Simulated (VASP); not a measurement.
Write the native input for VASP 6.6.1 that does the following.

```yaml
Task: relaxation of the atoms
Functional: LDA
Potentials_or_basis: VASP PAW LDA potentials, release 64 (Al, N)
Cutoff: 520 eV
k_mesh: 9 × 9 × 6
Occupations: gaussian, width 0.05 eV
Spin: no spin polarisation
Dipole_correction: no
Further_INCAR_settings: ALGO = Normal; EDIFF = 1e-07; IBRION = 2; EDIFFG = -0.01; NSW = 50
```

The structure of AlN lies in POSCAR:

```
AlN
1.0
    3.0577000000      0.0000000000      0.0000000000
   -1.5288500000      2.6480458772      0.0000000000
    0.0000000000      0.0000000000      5.5368000000
Al N
2 2
Direct
    0.3333333333      0.6666666667      0.0015210172
    0.6666666667      0.3333333333      0.5015210172
    0.3333333333      0.6666666667      0.3834789828
    0.6666666667      0.3333333333      0.8834789828
```

These files were run (other wordings do the same):

INCAR

```
SYSTEM = AlN
PREC     = Accurate       ! precision mode
ENCUT    = 520            ! plane-wave cutoff, eV
EDIFF    = 1E-7           ! SCF threshold, eV
ISMEAR   = 0              ! smearing method
SIGMA    = 0.05           ! smearing width, eV
LREAL    = .False.        ! projectors in reciprocal space
LASPH    = .True.         ! aspherical terms in the spheres
NELM     = 100            ! most SCF steps
ALGO     = Normal         ! electronic algorithm
ISIF     = 2              ! what is computed and relaxed
LWAVE    = .False.        ! write WAVECAR
LCHARG   = .False.        ! write CHGCAR
IBRION   = 2              ! ionic algorithm
NSW      = 50             ! ionic steps
EDIFFG   = -0.01          ! ionic threshold
```

KPOINTS

```
regular mesh
0
Gamma
  9 9 6
  0 0 0
```

Potentials or basis: VASP PAW LDA potentials, release 64 (Al, N).

Command:

```sh
$ cat potpaw_LDA.64/Al/POTCAR potpaw_LDA.64/N/POTCAR > POTCAR
$ mpirun -np 1 vasp_std > vasp.out
```

Results of the run:

```
Energy gained by relaxing : 5.3 meV/atom
Ionic steps               : 3
Pressure after relaxing   : -13.8 GPa
Band gap on the k mesh    : 3.06 eV
```

Wall time 66 s on 1 thread of Intel Xeon 8259CL (shared host), peak memory 0.15 GiB.
